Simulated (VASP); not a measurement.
# HfWS5 (P4/mmm) in VASP: notebook, part 2 of 2

VASP 6.6.1.

### 3 Single point, PBE

This run uses another cell than the first one, of 20.14 Å³/atom.

The input, INCAR:

```
SYSTEM = HfWS5
ALGO = Normal
EDIFF = 1E-7
ENCUT = 520
GGA = PE
ISIF = 2
ISMEAR = 0
LASPH = .True.
LCHARG = .False.
LREAL = .False.
LWAVE = .False.
NBANDS = 36
NELM = 60
PREC = Accurate
SIGMA = 0.1
```

The input, KPOINTS:

```
k-points
0
Gamma
  4 4 2
  0 0 0
```

The input, POSCAR:

```
HfWS5
1.0
    4.3078862400      0.0000000000      0.0000000000
    0.0000000000      4.3078862400      0.0000000000
    0.0000000000      0.0000000000      7.5959923400
Hf W S
1 1 5
Direct
    0.5000000000      0.5000000000      0.0000000000
    0.0000000000      0.0000000000      0.5000000000
    0.0000000000      0.5000000000      0.2990656500
    0.0000000000      0.5000000000      0.7009343500
    0.5000000000      0.0000000000      0.2990656500
    0.5000000000      0.0000000000      0.7009343500
    0.0000000000      0.0000000000      0.0000000000
```

Potentials or basis: VASP PAW PBE potentials, release 64 (Hf_pv, W_sv, S).

Launch:

```sh
$ cat potpaw_PBE.64/Hf_pv/POTCAR potpaw_PBE.64/W_sv/POTCAR potpaw_PBE.64/S/POTCAR > POTCAR
$ mpirun -np 1 vasp_std > vasp.out
```

OUTCAR:

```text
SYSTEM = HfWS5
   EDIFF = 1E-7
   ENCUT = 520
   GGA = PE
   ISIF = 2
   ISMEAR = 0
   LASPH = .True.
   LREAL = .False.
   NELM = 60
   PREC = Accurate

 ion  position               nearest neighbor table
   1  0.500  0.500  0.000-   7 3.05   7 3.05   7 3.05   7 3.05   3 3.13   5 3.13   6 3.13   4 3.13
                             3 3.13   4 3.13   5 3.13   6 3.13
   2  0.000  0.000  0.500-   3 2.64   4 2.64   5 2.64   6 2.64   3 2.64   4 2.64   5 2.64   6 2.64

   3  0.000  0.500  0.299-   2 2.64   2 2.64   1 3.13   1 3.13
   4  0.000  0.500  0.701-   2 2.64   2 2.64   1 3.13   1 3.13
   5  0.500  0.000  0.299-   2 2.64   2 2.64   1 3.13   1 3.13
[... 665 lines left out ...]
  Total      -12.5096111    -12.5096111    -14.1944311      0.0000000      0.0000000     -0.0000000
  in kB     -142.1809529   -142.1809529   -161.3301745      0.0000000      0.0000000     -0.0000000
  external PRESSURE =    -148.5640268 kB  Pullay stress =       0.0000000 kB

 VOLUME and BASIS-vectors are now :
 -----------------------------------------------------------------------------
  energy-cutoff  :      520.00
  volume of cell :      140.97
      direct lattice vectors                 reciprocal lattice vectors
     4.307886240  0.000000000  0.000000000     0.232132407  0.000000000  0.000000000
     0.000000000  4.307886240  0.000000000     0.000000000  0.232132407  0.000000000
     0.000000000  0.000000000  7.595992340     0.000000000  0.000000000  0.131648369

 POSITION                                       TOTAL-FORCE (eV/Angst)
 -----------------------------------------------------------------------------------
      2.15394      2.15394      0.00000        -0.000000      0.000000      0.000000
      0.00000      0.00000      3.79800        -0.000000      0.000000      0.000000
      0.00000      2.15394      2.27170         0.000000     -0.000000      0.377725
      0.00000      2.15394      5.32429        -0.000000      0.000000     -0.377725
      2.15394      0.00000      2.27170        -0.000000      0.000000      0.377725
      2.15394      0.00000      5.32429         0.000000     -0.000000     -0.377725
      0.00000      0.00000      0.00000        -0.000000      0.000000      0.000000
 -----------------------------------------------------------------------------------
    total drift:                                0.000000     -0.000000     -0.000000

  FREE ENERGIE OF THE ION-ELECTRON SYSTEM (eV)
  ---------------------------------------------------
  free  energy   TOTEN  =       -43.3158307020 eV

  energy  without entropy=      -43.2686755875  energy(sigma->0) =      -43.29225314
```

Run time: 3.6 min. Hardware: 1 thread of Intel Xeon 8259CL, shared host; peak memory 0.26 GiB.

Results:

| Item | Value |
| --- | --- |
| Free energy | -43.3158 eV |
| Pressure | -14.9 GPa |
| Largest force | 0.378 eV/Å |
| Band gap on the k mesh | zero (bands 27 and 28 overlap by 0.96 eV) |

Forces on the atoms (eV/Å):
```
Hf   0.000  0.000  0.000
W    0.000  0.000  0.000
S    0.000  0.000  0.378
S    0.000  0.000 -0.378
S    0.000  0.000  0.378
S    0.000  0.000 -0.378
S    0.000  0.000  0.000
```

Levels at points of the mesh, in eV from the Fermi level:
```
           k point  band 25  band 26  band 27  band 28  band 29  band 30
(0.00, 0.00, 0.00)    -0.38    -0.37    -0.06    -0.06     0.07     0.30
(0.50, 0.00, 0.00)    -1.91    -1.87    -0.29     0.52     0.83     1.43
(0.50, 0.50, 0.00)    -0.59    -0.15     0.43     0.65     1.08     1.23
(0.00, 0.00, 0.50)    -0.47    -0.43    -0.43    -0.35    -0.30     0.62
(0.50, 0.00, 0.50)    -1.42    -1.26    -1.16    -0.12     0.11     1.44
(0.50, 0.50, 0.50)     0.19     0.27     0.61     0.62     0.91     0.92
```

Caveat: the k points lie up to 0.41 Å⁻¹ apart, too coarse for converged energies and pressures of a metal; spin-orbit coupling is left out, which moves the levels of the heavy elements.

### 4 Single point, PBE

This run uses another cell than the first one, of 16.69 Å³/atom.

The input, INCAR:

```
ALGO = Normal
EDIFF = 1E-6
ENCUT = 520
GGA = PE
ISIF = 2
ISMEAR = 0
LASPH = True
LCHARG = False
LREAL = False
LWAVE = False
NBANDS = 36
NELM = 80
PREC = Accurate
SIGMA = 0.1
```

The input, KPOINTS:

```
k-points
0
Gamma
  4 4 4
```

The input, POSCAR:

```
HfWS5
1.0
    4.3746360543      0.0000000000      0.0000000000
    0.0000000000      4.3746360543      0.0000000000
    0.0000000000      0.0000000000      6.1065104604
Hf W S
1 1 5
Direct
    0.5000000000      0.5000000000      0.0000000000
    0.0000000000      0.0000000000      0.5000000000
    0.0000000000      0.5000000000      0.2804732646
    0.0000000000      0.5000000000      0.7195267354
    0.5000000000      0.0000000000      0.2804732646
    0.5000000000      0.0000000000      0.7195267354
    0.0000000000      0.0000000000      0.0000000000
```

Launch:

```sh
$ cat potpaw_PBE.64/Hf_pv/POTCAR potpaw_PBE.64/W_sv/POTCAR potpaw_PBE.64/S/POTCAR > POTCAR
$ mpirun -np 1 vasp_std > vasp.out
```

Run time: 3.7 min. Hardware: 1 thread of Intel Xeon 8259CL, shared host; peak memory 0.27 GiB.

Results (log left out):

- Free energy: -45.1375 eV
- Pressure: -0.3 GPa
- Largest force: 0.025 eV/Å
- Band gap on the k mesh: zero (bands 27 and 28 overlap by 1.20 eV)

Forces on the atoms (eV/Å):
```
Hf   0.000  0.000  0.000
W    0.000  0.000  0.000
S    0.000  0.000 -0.025
S    0.000  0.000  0.025
S    0.000  0.000 -0.025
S    0.000  0.000  0.025
S    0.000  0.000  0.000
```

Levels at points of the mesh, in eV from the Fermi level:
```tsv
k point	band 23	band 24	band 25	band 26	band 27	band 28	band 29	band 30	band 31	band 32
(0.00, 0.00, 0.00)	-2.09	-1.15	-0.93	-0.49	-0.49	0.22	0.62	0.62	0.92	2.18
(0.50, 0.00, 0.00)	-1.39	-1.10	-1.05	-0.81	-0.54	0.62	0.75	2.30	2.33	3.11
(0.50, 0.50, 0.00)	-0.80	-0.31	-0.18	-0.18	0.00	0.47	0.68	1.34	1.47	1.93
(0.00, 0.00, 0.50)	-1.86	-1.60	-1.60	-1.22	-1.22	-0.76	0.58	1.18	1.80	2.74
(0.50, 0.00, 0.50)	-2.70	-2.20	-2.18	-1.02	-0.64	0.01	1.81	2.09	2.80	3.03
(0.50, 0.50, 0.50)	-1.06	-0.31	-0.30	-0.30	-0.20	0.67	1.11	1.88	2.01	3.18
```

Caveat: spin-orbit coupling is left out, which moves the levels of the heavy elements.

### 5 Single point, PBE

This run uses another cell than the first one, of 16.72 Å³/atom.

The input, INCAR:

```
SYSTEM = HfWS5
PREC     = Accurate       ! precision mode
ENCUT    = 520            ! plane-wave cutoff, eV
EDIFF    = 1E-7           ! SCF threshold, eV
ISMEAR   = 0              ! smearing method
SIGMA    = 0.1            ! smearing width, eV
LREAL    = .False.        ! projectors in reciprocal space
LASPH    = .True.         ! aspherical terms in the spheres
NELM     = 80             ! most SCF steps
ALGO     = Normal         ! electronic algorithm
ISIF     = 2              ! what is computed and relaxed
LWAVE    = .False.        ! write WAVECAR
LCHARG   = .False.        ! write CHGCAR
GGA      = PE             ! functional
NBANDS   = 36             ! bands
```

The input, KPOINTS:

```
Automatic mesh
0
Gamma
  8 8 6
  0 0 0
```

The input, POSCAR:

```
HfWS5
1.0
    4.3588544221      0.0000000000      0.0000000000
    0.0000000000      4.3588544221      0.0000000000
    0.0000000000      0.0000000000      6.1609435758
Hf W S
1 1 5
Direct
    0.5000000000      0.5000000000      0.0000000000
    0.0000000000      0.0000000000      0.5000000000
    0.0000000000      0.5000000000      0.2806993283
    0.0000000000      0.5000000000      0.7193006717
    0.5000000000      0.0000000000      0.2806993283
    0.5000000000      0.0000000000      0.7193006717
    0.0000000000      0.0000000000      0.0000000000
```

Launch:

```sh
$ cat potpaw_PBE.64/Hf_pv/POTCAR potpaw_PBE.64/W_sv/POTCAR potpaw_PBE.64/S/POTCAR > POTCAR
$ mpirun -np 1 vasp_std > vasp.out
```

Run time: 11 min. Hardware: 1 thread of Intel Xeon 8259CL, shared host; peak memory 0.37 GiB.

It converged, with:

- Free energy: -45.1191 eV
- Pressure: -0.5 GPa
- Largest force: 0.040 eV/Å
- Band gap on the k mesh: zero (bands 27 and 28 overlap by 1.33 eV)

Forces in eV/Å, atoms in the order of the input:
```
Hf   0.000  0.000  0.000
W    0.000  0.000  0.000
S    0.000  0.000 -0.040
S    0.000  0.000  0.040
S    0.000  0.000 -0.040
S    0.000  0.000  0.040
S    0.000  0.000  0.000
```

Levels at points of the mesh, in eV from the Fermi level:
```csv
k point,band 25,band 26,band 27,band 28,band 29,band 30
"(0.00, 0.00, 0.00)",-0.90,-0.45,-0.45,0.19,0.55,0.64
"(0.50, 0.00, 0.00)",-1.12,-0.82,-0.54,0.65,0.75,2.29
"(0.50, 0.50, 0.00)",-0.19,-0.19,0.06,0.54,0.64,1.35
"(0.00, 0.00, 0.50)",-1.52,-1.17,-1.17,-0.75,0.60,1.17
"(0.50, 0.00, 0.50)",-2.12,-1.02,-0.64,0.00,1.67,2.10
"(0.50, 0.50, 0.50)",-0.27,-0.23,-0.09,0.63,1.12,1.87
```

Caveat: spin-orbit coupling is left out, which moves the levels of the heavy elements.

### 6 Overview

| cell | k mesh | gap on the mesh (eV) | pressure (GPa) | largest force (eV/Å) |
| --- | --- | --- | --- | --- |
| a = 4.339, b = 4.339, c = 6.173 Å, 7 atoms, atomic positions A | 4 × 4 × 2 | none | -0.1 | 0.07 |
| a = 4.308, b = 4.308, c = 7.596 Å, 7 atoms, atomic positions B | 4 × 4 × 2 | none | -14.9 | 0.38 |
| a = 4.375, b = 4.375, c = 6.107 Å, 7 atoms, atomic positions C | 4 × 4 × 4 | none | -0.3 | 0.03 |
| a = 4.359, b = 4.359, c = 6.161 Å, 7 atoms, atomic positions C | 8 × 8 × 6 | none | -0.5 | 0.04 |

Alike in all rows: task single point; level PBE; potentials or basis VASP PAW PBE potentials, release 64 (Hf_pv, W_sv, S); no spin polarisation; cutoff (eV) 520; smearing gaussian 0.1 eV.

Caveats: some runs use coarse meshes; spin-orbit coupling is left out, which moves the levels of the heavy elements.

Absolute energies hang on the potentials; compare differences alone.
